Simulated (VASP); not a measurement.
Write the native input for VASP 6.6.1 that does the following.

- Task: single point
- Functional: r2SCAN
- Potentials or basis: VASP PAW PBE potentials, release 64 (In_d, Se)
- Cutoff: 520 eV
- k mesh: 10 × 10 × 4
- Occupations: gaussian, width 0.1 eV
- Spin: no spin polarisation
- Dipole correction: no
- Further INCAR settings: ALGO = Normal; EDIFF = 1e-06; NBANDS = 34

The system is InSe2.

```
In Se
1.0
     3.86073    0.00000    0.00000
     0.00000    3.86073    0.00000
     0.00000    0.00000    9.55184
In Se
2 4
Direct
  0.00000 0.50000 0.70409
  0.50000 0.00000 0.29591
  0.00000 0.50000 0.36368
  0.50000 0.00000 0.63632
  0.00000 0.00000 0.00000
  0.50000 0.50000 0.00000
```

These files were run (other wordings do the same):

POSCAR

```
InSe2
1.0
    3.8607289360      0.0000000000      0.0000000000
    0.0000000000      3.8607289360      0.0000000000
    0.0000000000      0.0000000000      9.5518395657
In Se
2 4
Direct
    0.0000000000      0.5000000000      0.7040927304
    0.5000000000      0.0000000000      0.2959072696
    0.0000000000      0.5000000000      0.3636773708
    0.5000000000      0.0000000000      0.6363226292
    0.0000000000      0.0000000000      0.0000000000
    0.5000000000      0.5000000000      0.0000000000
```

INCAR.step1

```
SYSTEM = InSe2
ALGO     = Normal         ! electronic algorithm
EDIFF    = 1E-4           ! SCF threshold, eV
ENCUT    = 520            ! plane-wave cutoff, eV
GGA      = PE             ! functional
ISMEAR   = 0              ! smearing method
LASPH    = .TRUE.         ! aspherical terms in the spheres
LCHARG   = .FALSE.        ! write CHGCAR
LREAL    = .FALSE.        ! projectors in reciprocal space
LWAVE    = .TRUE.         ! write WAVECAR
NBANDS   = 34             ! bands
NELM     = 80             ! most SCF steps
PREC     = Accurate       ! precision mode
SIGMA    = 0.1            ! smearing width, eV
```

INCAR.step2

```
SYSTEM = InSe2
ALGO     = Normal         ! electronic algorithm
EDIFF    = 1E-6           ! SCF threshold, eV
ENCUT    = 520            ! plane-wave cutoff, eV
ISIF     = 2              ! what is computed and relaxed
ISMEAR   = 0              ! smearing method
ISTART   = 1            
LASPH    = .TRUE.         ! aspherical terms in the spheres
LCHARG   = .FALSE.        ! write CHGCAR
LMIXTAU  = .TRUE.       
LREAL    = .FALSE.        ! projectors in reciprocal space
LWAVE    = .FALSE.        ! write WAVECAR
METAGGA  = R2SCAN         ! meta-GGA
NBANDS   = 34             ! bands
NELM     = 80             ! most SCF steps
PREC     = Accurate       ! precision mode
SIGMA    = 0.1            ! smearing width, eV
```

KPOINTS

```
k-points
0
G
  10 10 4
  0 0 0
```

Potentials or basis: VASP PAW PBE potentials, release 64 (In_d, Se).

Run with:

```sh
$ cat potpaw_PBE.64/In_d/POTCAR potpaw_PBE.64/Se/POTCAR > POTCAR
$ cp INCAR.step1 INCAR
$ mpirun -np 1 vasp_std > vasp.out
$ cp INCAR.step2 INCAR
$ mpirun -np 1 vasp_std > vasp.out
```

Results of the run:

```json
{
 "Pressure": "0.0 GPa",
 "Largest force": "0.005 eV/Å",
 "Band gap on the k mesh": "zero (bands 25 and 26 overlap by 2.42 eV)"
}
```

Caveat: the PAW data sets were made with another functional, which shifts forces and pressure a little; spin-orbit coupling is left out, which moves the levels of the heavy elements.

Wall time 11 min on 1 thread of Intel(R) Xeon(R) Platinum 8488C (Sapphire Rapids) (shared host), peak memory 0.42 GiB.
